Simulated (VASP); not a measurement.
## MgSi3N2: single point with PBE

Crystal: MgSi3N2.

```
Mg Si N
1.0
     2.36877    1.36761    4.89979
    -2.36877    1.36761    4.89979
     0.00000   -2.73522    4.89979
Mg Si N
1 3 2
Direct
  0.00000 0.00000 0.00000
  0.00000 0.50000 0.00000
  0.50000 0.00000 0.00000
  0.00000 0.00000 0.50000
  0.74440 0.74440 0.74440
  0.25560 0.25560 0.25560
```

The cell was generated, and may not be a known phase.

```json
{
  "Program": "VASP 6.6.1",
  "Task": "single point",
  "Functional": "PBE",
  "Potentials or basis": "VASP PAW PBE potentials, release 64 (Mg, Si, N)",
  "Cutoff": "520 eV",
  "k mesh": "6 × 6 × 6",
  "Occupations": "gaussian, width 0.1 eV",
  "Spin": "collinear spin, ferromagnetic start",
  "Starting moments": "[0.0, 0.0, 0.0, 0.0, 1.0, 1.0] μB"
}
```

```yaml
Pressure: -0.1 GPa
Largest_force: 0.030 eV/Å
Band_gap_on_the_k_mesh: zero (filled and empty bands overlap)
Net_moment: 0.00 μB per cell
Valence_electrons_inside_the_program's_atomic_spheres: Mg 0.29; Si 1.62; N 3.67
```

Forces on the atoms (eV/Å):
```
Mg   0.000  0.000  0.000
Si   0.000  0.000  0.000
Si   0.000  0.000  0.000
Si   0.000  0.000  0.000
N    0.000  0.000 -0.030
N    0.000  0.000  0.030
```

Levels at points of the mesh, in eV from the Fermi level:
Spin up:
```tsv
k point	band 10	band 11	band 12	band 13	band 14	band 15
(0.00, 0.00, 0.00)	-2.35	-1.92	-1.92	0.81	0.81	1.73
(0.50, 0.00, 0.00)	-1.57	-0.61	0.21	0.44	0.84	2.99
(0.50, 0.50, 0.00)	-2.16	-0.67	0.34	0.42	1.29	2.20
(0.50, 0.50, 0.50)	-2.14	-1.55	-1.55	1.31	1.31	1.94
```
Spin down:
| k point | band 10 | band 11 | band 12 | band 13 | band 14 | band 15 |
| --- | --- | --- | --- | --- | --- | --- |
| (0.00, 0.00, 0.00) | -2.35 | -1.92 | -1.92 | 0.81 | 0.81 | 1.73 |
| (0.50, 0.00, 0.00) | -1.57 | -0.61 | 0.21 | 0.44 | 0.84 | 2.99 |
| (0.50, 0.50, 0.00) | -2.16 | -0.67 | 0.34 | 0.42 | 1.29 | 2.20 |
| (0.50, 0.50, 0.50) | -2.14 | -1.55 | -1.55 | 1.31 | 1.31 | 1.94 |

Run time: 99 s on 1 thread of Intel(R) Xeon(R) 6975P-C (Granite Rapids), on a shared host, peak memory 0.38 GiB.
